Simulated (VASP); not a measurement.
Write the native input for VASP 6.6.1 that does the following.

| Property | Result |
| --- | --- |
| Task | single point |
| Functional | PBEsol |
| Potentials or basis | VASP PAW PBE potentials, release 64 (Sc_sv, Cd) |
| Cutoff | 520 eV |
| k mesh | 14 × 14 × 14 |
| Occupations | fermi-dirac, width 0.1 eV |
| Spin | no spin polarisation |
| Dipole correction | no |
| Further INCAR settings | ALGO = Normal; EDIFF = 1e-06; NBANDS = 18 |

The structure of ScCd lies in POSCAR:

```
ScCd
1.0
    3.3655080223      0.0000000000      0.0000000000
    0.0000000000      3.3655080223      0.0000000000
    0.0000000000      0.0000000000      3.3655080223
Sc Cd
1 1
Direct
    0.5000000000      0.5000000000      0.5000000000
    0.0000000000      0.0000000000      0.0000000000
```

The input as run:

INCAR

```
  ALGO = Normal
  EDIFF = 1E-6
  ENCUT = 520
  GGA = PS
  ISIF = 2
  ISMEAR = -1
  LASPH = T
  LCHARG = F
  LREAL = F
  LWAVE = F
  NBANDS = 18
  NELM = 100
  PREC = Accurate
  SIGMA = 0.1
```

KPOINTS

```
k-points
0
Gamma
  14 14 14
```

Potentials or basis: VASP PAW PBE potentials, release 64 (Sc_sv, Cd).

The run is started by

```console
$ cat potpaw_PBE.64/Sc_sv/POTCAR potpaw_PBE.64/Cd/POTCAR > POTCAR
$ mpirun -np 1 vasp_std > vasp.out
```

It gave:

```yaml
Pressure: 10.2 GPa
```

Caveat: the PAW data sets were made with another functional, which shifts forces and pressure a little.

Run time: 98 s on 1 thread of Intel Xeon 6975P-C (shared host), peak memory 0.22 GiB.
